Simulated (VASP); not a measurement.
# LiNbO3: single point with PBE

Crystal: LiNbO3.

```
Li Nb O
1.0
     5.36925    0.00000    0.00000
    -2.68462    4.64991    0.00000
    -2.68462    1.54997    4.68270
Li Nb O
2 2 6
Direct
  0.25000 0.75000 0.75000
  0.75000 0.25000 0.25000
  0.00000 0.00000 0.00000
  0.50000 0.50000 0.50000
  0.14310 0.25000 0.24990
  0.75000 0.64320 0.24990
  0.35680 0.85690 0.24990
  0.85690 0.75000 0.75010
  0.25000 0.35680 0.75010
  0.64320 0.14310 0.75010
```

```json
{
  "Program": "VASP 6.6.1",
  "Task": "single point",
  "Functional": "PBE",
  "Potentials or basis": "VASP PAW PBE potentials, release 64 (Li_sv, Nb_sv, O)",
  "Cutoff": "520 eV",
  "k mesh": "4 × 4 × 4",
  "Occupations": "fermi-dirac, width 0.1 eV",
  "Spin": "no spin polarisation"
}
```

- Largest force: 0.080 eV/Å
- Band gap on the k mesh: 2.30 eV (least direct gap 2.39 eV)

Forces in eV/Å, atoms in the order of the input:
```
Li   0.000  0.000  0.001
Li   0.000  0.000 -0.001
Nb   0.000  0.000  0.000
Nb   0.000  0.000  0.000
O    0.078  0.010  0.011
O   -0.048  0.062  0.011
O   -0.030 -0.073  0.011
O   -0.078 -0.010 -0.011
O    0.048 -0.062 -0.011
O    0.030  0.073 -0.011
```

Levels at points of the mesh, in eV from the valence-band top:
```csv
k point,band 30,band 31,band 32,band 33,band 34,band 35,band 36,band 37,band 38,band 39
"(0.00, 0.00, 0.00)",-0.21,-0.21,-0.13,-0.10,-0.10,2.34,2.34,2.50,4.41,4.41
"(0.50, 0.00, 0.00)",-0.44,-0.25,-0.25,-0.17,-0.17,3.85,3.86,3.89,3.90,4.09
"(0.50, 0.50, 0.00)",-1.07,-1.03,-0.36,-0.31,-0.12,2.30,3.50,3.81,4.09,4.66
"(0.00, 0.00, 0.50)",-0.50,-0.26,-0.26,-0.26,-0.26,3.91,3.92,4.13,4.13,4.13
```

It took 2.6 min on 1 thread of Intel Xeon 8259CL, on a shared host, peak memory 0.28 GiB.

 A k mesh can miss the band edges.
